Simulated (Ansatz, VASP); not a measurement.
**One calculation of CdSe, two programs**

The input INCAR:

```
SYSTEM = CdSe
PREC = Accurate
ENCUT = 520
EDIFF = 1E-6
ISMEAR = -1
SIGMA = 0.03
LREAL = .FALSE.
LASPH = .TRUE.
NELM = 80
ALGO = Normal
ISIF = 2
LWAVE = .FALSE.
LCHARG = .FALSE.
GGA = PE
NBANDS = 16
```

The input KPOINTS:

```
regular mesh
0
G
  8 8 8
  0 0 0
```

Contents of POSCAR:

```
CdSe
1.0
    0.0000000000      3.0702711986      3.1316766226
    3.0702711986      0.0000000000      3.1316766226
    3.0702711986      3.0702711986      0.0000000000
Cd Se
1 1
Direct
    0.0000000000      0.0000000000      0.0000000000
    0.2500000000      0.2500000000      0.2500000000
```

Input for Ansatz:

```yaml
crystal:
  lattice:
    - [0.0, 3.0702711986, 3.1316766226]
    - [3.0702711986, 0.0, 3.1316766226]
    - [3.0702711986, 3.0702711986, 0.0]
  atoms:
    - { symbol: Cd, position: [0.0, 0.0, 0.0] }
    - { symbol: Se, position: [0.25, 0.25, 0.25] }
kpoints:
  mp_grid: { grid: [8, 8, 8] }
  band_path:
    path:
      - [0.0, 0.0, 0.0]
      - [0.5, 0.0, 0.5]
      - [0.75, 0.25, 0.5]
      - [0.5, 0.5, 0.5]
      - [0.0, 0.0, 0.0]
      - [0.5, 0.5, 0.0]
      - [0.6298539023, 0.6298539023, 0.2597078047]
      - [0.3701460977, 0.3701460977, 0.7402921953]
      - [0.0, 0.0, 0.0]
    npoints: 5
scf:
  occupations: { method: fermi_dirac, width: 0.03 }
hamiltonian:
  xc: pbe
  pseudopotentials: { kind: all_electron, lapw: { basis_error: 0.001 } }
output:
  forces: true
  stress: true
  eigenvalues: true
```

Change from the starting cell: zz strain of +2 %.

Alike in both runs: task single point; functional PBE; k mesh 8 × 8 × 8; occupations fermi-dirac, width 0.03 eV; no spin polarisation.

```csv
,VASP,Ansatz
version,VASP 6.6.1,Ansatz 0.2.0
potentials or method,"VASP PAW PBE potentials, release 64 (Cd, Se), cutoff 520 eV","all-electron LAPW, scalar-relativistic"
```

Ansatz gave:

| Quantity | Value |
| --- | --- |
| pressure (GPa) | 0.3 |
| traceless stress, the component that is largest in VASP (GPa) | -0.24 |

**Question.** What did VASP give for the same quantities?

**Answer.** Pressure (GPa): 0.6; traceless stress, the component that is largest in VASP (GPa): -0.23.

Ansatz ran all-electron here, and VASP with PAW potentials.
